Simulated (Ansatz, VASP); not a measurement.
# CsH: VASP beside Ansatz

```
CELL_PARAMETERS angstrom
0.00000 3.18800 3.44304
3.18800 0.00000 3.44304
3.18800 3.18800 0.00000
ATOMIC_POSITIONS crystal
Cs 0.00000 0.00000 0.00000
H 0.50000 0.50000 0.50000
```

Change from the starting cell: strain +0.000 along x and y, +0.080 along z, atoms carried along.

Alike in both runs: task single point; functional LDA; k mesh 8 × 8 × 8; occupations gaussian, width 0.05 eV; no spin polarisation.

|  | VASP | Ansatz |
| --- | --- | --- |
| version | VASP 6.6.1 | Ansatz 0.2.0 |
| potentials or method | VASP PAW LDA potentials, release 64 (Cs_sv, H), cutoff 520 eV | scalar-relativistic, plane waves, PAW |
| valence electrons in the cell | 10 | 10 |

```csv
,VASP,Ansatz,Ansatz less VASP
gap on the k mesh at the Fermi level (eV),2.01,2.02,+0.015
least direct gap on the mesh (eV),2.01,2.02,+0.015
pressure (GPa),-1.6,-1.6,-0.01
"traceless stress, the component that is largest in VASP (GPa)",-0.53,-0.52,+0.019
```

LDA's correlation is that of Perdew and Zunger in VASP and of Perdew and Wang (1992) in Ansatz.

Spin-orbit coupling is off throughout.
